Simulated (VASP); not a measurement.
# SrTe (rocksalt type) (Fm-3m) in VASP: a series of runs

Runs on SrTe (rocksalt type). Level: PBE. Tasks: electric field gradients.

Everything below comes from runs of VASP 6.6.1. Logs are shortened: lines on timing, memory, paths and dates and some standing lists are left out, and cuts for length are marked.

## 1. The cell of the first run

It takes space group Fm-3m (No. 225, cubic). The conventional cell has a = 6.718 Å, b = 6.718 Å, c = 6.718 Å, α = 90.00°, β = 90.00°, γ = 90.00°. Sr (site symmetry m-3m) has 6 Te at 3.36 Å within 4.4 Å. Within 4.4 Å of Te (site symmetry m-3m) lie 6 Sr at 3.36 Å.

## 2. Electric field gradients, PBE

The input, INCAR:

```
PREC     = Accurate       # precision mode
ENCUT    = 400            # plane-wave cutoff, eV
EDIFF    = 1E-8           # SCF threshold, eV
ISMEAR   = -1             # smearing method
SIGMA    = 0.03           # smearing width, eV
LREAL    = F              # projectors in reciprocal space
LASPH    = T              # aspherical terms in the spheres
NELM     = 120            # most SCF steps
ALGO     = Normal         # electronic algorithm
ISIF     = 2              # what is computed and relaxed
LWAVE    = F              # write WAVECAR
LCHARG   = F              # write CHGCAR
GGA      = PE             # functional
LEFG     = T            
NBANDS   = 15             # bands
GGA_COMPAT= F
```

The input, KPOINTS:

```
Automatic mesh
0
Gamma
  11 11 11
```

The input, POSCAR:

```
SrTe
1.0
    0.0000000000      3.3591786648      3.3591786648
    3.3591786648      0.0000000000      3.3591786648
    3.3591786648      3.3591786648      0.0000000000
Sr Te
1 1
Direct
    0.0000000000      0.0000000000      0.0000000000
    0.5000000000      0.5000000000      0.5000000000
```

Potentials or basis: VASP PAW PBE potentials, release 64 (Sr_sv, Te).

On the command line:

```
> cat potpaw_PBE.64/Sr_sv/POTCAR potpaw_PBE.64/Te/POTCAR > POTCAR
> mpirun -np 1 vasp_std > vasp.out
```

OUTCAR:

```text
PREC = Accurate
   ENCUT = 400
   EDIFF = 1E-8
   ISMEAR = -1
   LREAL = F
   LASPH = T
   NELM = 120
   ISIF = 2
   GGA = PE

 ion  position               nearest neighbor table
   1  0.000  0.000  0.000-   2 3.36   2 3.36   2 3.36   2 3.36   2 3.36   2 3.36
   2  0.500  0.500  0.500-   1 3.36   1 3.36   1 3.36   1 3.36   1 3.36   1 3.36

  LATTYP: Found a face centered cubic cell.
 ALAT       =     6.7183573296

  Lattice vectors:

 A1 = (   0.0000000000,   3.3591786648,   3.3591786648)
 A2 = (   3.3591786648,   0.0000000000,   3.3591786648)
 A3 = (   3.3591786648,   3.3591786648,   0.0000000000)

Analysis of symmetry for initial positions (statically):
=====================================================================
 Subroutine PRICEL returns:
 Original cell was already a primitive cell.

 Routine SETGRP: Setting up the symmetry group for a
 face centered cubic supercell.

 Subroutine GETGRP returns: Found 48 space group operations
 (whereof 48 operations were pure point group operations)
 out of a pool of 48 trial point group operations.

The static configuration has the point symmetry O_h .

Analysis of symmetry for dynamics (positions and initial velocities):
=====================================================================
 Subroutine PRICEL returns:
 Original cell was already a primitive cell.

 Routine SETGRP: Setting up the symmetry group for a
 face centered cubic supercell.

 Subroutine GETGRP returns: Found 48 space group operations
 (whereof 48 operations were pure point group operations)
 out of a pool of 48 trial point group operations.

The dynamic configuration has the point symmetry O_h .

 Subroutine INISYM returns: Found 48 space group operations
 (whereof 48 operations are pure point group operations),
 and found     1 'primitive' translations

----------------------------------------------------------------------------------------

                                     Primitive cell

  volume of cell :      75.8105

  direct lattice vectors                    reciprocal lattice vectors
     0.000000000  3.359178665  3.359178665    -0.148845908  0.148845908  0.148845908
     3.359178665  0.000000000  3.359178665     0.148845908 -0.148845908  0.148845908
     3.359178665  3.359178665  0.000000000     0.148845908  0.148845908 -0.148845908

  length of vectors
     4.750596026  4.750596026  4.750596026     0.257808676  0.257808676  0.257808676

  position of ions in fractional coordinates (direct lattice)
     0.000000000  0.000000000  0.000000000
     0.500000000  0.500000000  0.500000000

  ion indices of the primitive-cell ions
   primitive index   ion index
                 1           1
                 2           2

----------------------------------------------------------------------------------------

 KPOINTS: Automatic mesh

Automatic generation of k-mesh.
 Grid dimensions read from file:
 generate k-points for:   11   11   11

 Generating k-lattice:

  Cartesian coordinates                     Fractional coordinates (reciprocal lattice)
    -0.013531446  0.013531446  0.013531446     0.090909091  0.000000000  0.000000000
     0.013531446 -0.013531446  0.013531446     0.000000000  0.090909091  0.000000000
     0.013531446  0.013531446 -0.013531446     0.000000000  0.000000000  0.090909091

  Length of vectors
     0.023437152  0.023437152  0.023437152

  Shift w.r.t. Gamma in fractional coordinates (k-lattice)
     0.000000000  0.000000000  0.000000000

 Subroutine IBZKPT returns following result:
 ===========================================

 Found     56 irreducible k-points:

 Following reciprocal coordinates:
            Coordinates               Weight
  0.000000  0.000000  0.000000      1.000000
  0.090909  0.000000  0.000000      8.000000
  0.181818  0.000000  0.000000      8.000000
  0.272727  0.000000  0.000000      8.000000
  0.363636  0.000000  0.000000      8.000000
  0.454545  0.000000  0.000000      8.000000
[... 16 lines left out ...]
 -0.272727  0.181818  0.000000     24.000000
 -0.181818  0.181818  0.000000     12.000000
 [... further k-points ...]
   k-points           NKPTS =     56   k-points in BZ     NKDIM =     56   number of bands    NBANDS=     15
   number of dos      NEDOS =    301   number of ions     NIONS =      2
   total plane-waves  NPLWV =  32768
   dimension x,y,z NGX =    32 NGY =   32 NGZ =   32
   dimension x,y,z NGXF=    64 NGYF=   64 NGZF=   64
   ions per type =               1   1
   NGX,Y,Z   is equivalent  to a cutoff of  11.20, 11.20, 11.20 a.u.
   NGXF,Y,Z  is equivalent  to a cutoff of  22.40, 22.40, 22.40 a.u.
 SYSTEM =  unknown system
   PREC   = accura    normal or accurate (medium, high low for compatibility)
   ISTART =      0    job   : 0-new  1-cont  2-samecut
   ICHARG =      2    charge: 1-file 2-atom 10-const
   ISPIN  =      1    spin polarized calculation?
   LNONCOLLINEAR =      F non collinear calculations
   LSORBIT =      F    spin-orbit coupling
   LASPH  =      T    aspherical Exc in radial PAW
   ENCUT  =  400.0 eV  29.40 Ry    5.42 a.u.   7.75  7.75  7.75*2*pi/ulx,y,z
   NELM   =    120;   NELMIN=  2; NELMDL= -5     # of ELM steps
   EDIFF  = 0.1E-07   stopping-criterion for ELM
   LREAL  =      F    real-space projection
   EDIFFG = 0.1E-06   stopping-criterion for IOM
   NSW    =      0    number of steps for IOM
   IBRION =     -1    ionic relax: 0-MD 1-quasi-New 2-CG
   NFREE  =      0    steps in history (QN), initial steepest desc. (CG)
   ISIF   =      2    stress and relaxation
   ISYM   =      2    0-nonsym 1-usesym 2-fastsym
   POTIM  = 0.5000    time-step for ionic-motion
   TEBEG  =    0.0;   TEEND  =   0.0 temperature during run
   PSTRESS=    0.0 pullay stress
   NELECT =      16.0000    total number of electrons
   NUPDOWN=      -1.0000    fix difference up-down
   EMIN   =  10.00;   EMAX   =-10.00  energy-range for DOS
   EFERMI =   0.00;   METHOD = LEGACY
   ISMEAR =    -1;   SIGMA  =   0.03  broadening in eV -4-tet -1-fermi 0-gaus
   EFERMI_NEDOS =   21; number of points for ismear=-14 and -15
   IALGO  =     38    algorithm
   IMIX   =      4    mixing-type and parameters
     AMIX     =   0.40;   BMIX     =  1.00
     AMIX_MAG =   1.60;   BMIX_MAG =  1.00
  volume/ion in A,a.u.               =      37.91       255.80
  Fermi-wavevector in a.u.,A,eV,Ry     =   0.974702  1.841919 12.926125  0.950043
  Thomas-Fermi vector in A             =   2.105183
   LORBIT       =      0    0 simple, 1 ext, 2 COOP (PROOUT), +10 PAW based schemes
   GGA     = PE    functional components
   LHFCALC =     F    Hartree Fock is set to
   AEXX    =    0.0000 exact exchange contribution
   IVDW    =     0    specifies the selected vdW correction
   LEPSILON=     F    determine dielectric tensor
   LRPA    =     F    only Hartree local field effects (RPA)
 non-spin polarized calculation
  energy-cutoff  :      400.00
  volume of cell :       75.81
 maximum number of plane-waves:      1411
   NGX = 15   NGY = 15   NGZ = 15

 number of electron      16.0000001 magnetization

 Free energy of the ion-electron system (eV)
  ---------------------------------------------------
  ext. energy  EPLUGINS =         0.00000000
  ---------------------------------------------------
  free energy    TOTEN  =        -8.26699469 eV

  energy without entropy =       -8.26699469  energy(sigma->0) =       -8.26699469

 E-fermi :   3.2320     XC(G=0):  -8.4136

 val. band max:        2.6688563379   @ k =   0.0000   0.0000   0.0000
 cond. band min:       4.4501449745   @ k =   0.4545   0.4545   0.0000
 fundamental gap:      1.7812886366
 Fermi energy:         3.2320411985

 k-point     1 :       0.0000    0.0000    0.0000
  band No.  band energies     occupation
      1     -32.0788      2.00000
      2     -14.0618      2.00000
      3     -14.0618      2.00000
      4     -14.0618      2.00000
      5      -7.2315      2.00000
      6       2.6689      2.00000
      7       2.6689      2.00000
      8       2.6689      2.00000
      9       5.4071      0.00000
     10       5.9623      0.00000
     11       5.9623      0.00000
     12       5.9623      0.00000
     13       6.5826      0.00000
     14       6.5826      0.00000
     15      10.1653      0.00000
[... 397 lines left out ...]
 k-point    24 :      -0.1818    0.1818    0.0000
  band No.  band energies     occupation
      1     -32.0763      2.00000
      2     -14.1223      2.00000
      3     -14.0808      2.00000
      4     -14.0626      2.00000
      5      -6.8818      2.00000
      6       0.7823      2.00000
      7       1.8646      2.00000
      8       1.9159      2.00000
      9       6.3904      0.00000
     10       6.6129      0.00000
     11       6.7043      0.00000
     12       7.3380      0.00000
     13       8.4076      0.00000
     14       8.9660      0.00000
     15      10.7193      0.00000

 [... further k-points ...]
[... 5 lines left out ...]
  --------------------------------------------------------------------------------------
  -------------------------------------------------------------------------------------
  Total        0.0329949      0.0329949      0.0329949      0.0000000      0.0000000      0.0000000
  in kB        0.6973133      0.6973133      0.6973133      0.0000000      0.0000000      0.0000000
  external PRESSURE =       0.6973133 kB  Pullay stress =       0.0000000 kB

 VOLUME and BASIS-vectors are now :
 -----------------------------------------------------------------------------
  energy-cutoff  :      400.00
  volume of cell :       75.81
      direct lattice vectors                 reciprocal lattice vectors
     0.000000000  3.359178665  3.359178665    -0.148845908  0.148845908  0.148845908
     3.359178665  0.000000000  3.359178665     0.148845908 -0.148845908  0.148845908
     3.359178665  3.359178665  0.000000000     0.148845908  0.148845908 -0.148845908

 POSITION                                       TOTAL-FORCE (eV/Angst)
 -----------------------------------------------------------------------------------
      0.00000      0.00000      0.00000        -0.000000     -0.000000     -0.000000
      3.35918      3.35918      3.35918         0.000000      0.000000      0.000000
 -----------------------------------------------------------------------------------
    total drift:                                0.000000     -0.000000     -0.000000

  FREE ENERGIE OF THE ION-ELECTRON SYSTEM (eV)
  ---------------------------------------------------
  free  energy   TOTEN  =        -8.2669946860 eV

  energy  without entropy=       -8.2669946859  energy(sigma->0) =       -8.26699469

 Electric field gradients (V/A^2)
---------------------------------------------------------------------
 ion       V_xx      V_yy      V_zz      V_xy      V_xz      V_yz
---------------------------------------------------------------------
   1       0.000    -0.000     0.000    -0.000    -0.000    -0.000
   2       0.000     0.000    -0.000     0.000     0.000     0.000
---------------------------------------------------------------------

 Electric field gradients after diagonalization (V/A^2)
 (convention: |V_zz| > |V_xx| > |V_yy|)
----------------------------------------------------------------------
 ion       V_xx      V_yy      V_zz     asymmetry (V_yy - V_xx)/ V_zz
----------------------------------------------------------------------
   1       0.000     0.000    -0.000       0.000
   2      -0.000    -0.000     0.000       0.000
----------------------------------------------------------------------

           NMR quadrupolar parameters

 Cq : quadrupolar parameter    Cq=e*Q*V_zz/h
 eta: asymmetry parameters     (V_yy - V_xx)/ V_zz
 Q  : nuclear electric quadrupole moment in mb (millibarn)
----------------------------------------------------------------------
 ion       Cq(MHz)       eta       Q (mb)
----------------------------------------------------------------------
   1      -0.000       0.000       1.000
   2       0.000       0.000       1.000
----------------------------------------------------------------------
```

It took 39 s on 1 thread of Intel Xeon Platinum 8259CL at 2.50GHz (Skylake/Cascade Lake), shared host; peak memory 0.2 GiB.

Results:

```yaml
Free_energy: -8.2670 eV
Pressure: 0.1 GPa
Band_gap_on_the_k_mesh: 1.78 eV, indirect (least direct gap 2.50 eV)
```

Levels at points of the mesh, in eV from the valence-band top:
```csv
k point,band 5,band 6,band 7,band 8,band 9,band 10,band 11,band 12
"(0.00, 0.00, 0.00)",-9.90,0.00,0.00,0.00,2.74,3.29,3.29,3.29
```

Caveat: without QUAD_EFG the Cq values of the log hold for a quadrupole moment of 1 mb, not for the nuclei; spin-orbit coupling is left out, which moves the levels of the heavy elements.

[end of part 1 of 3]
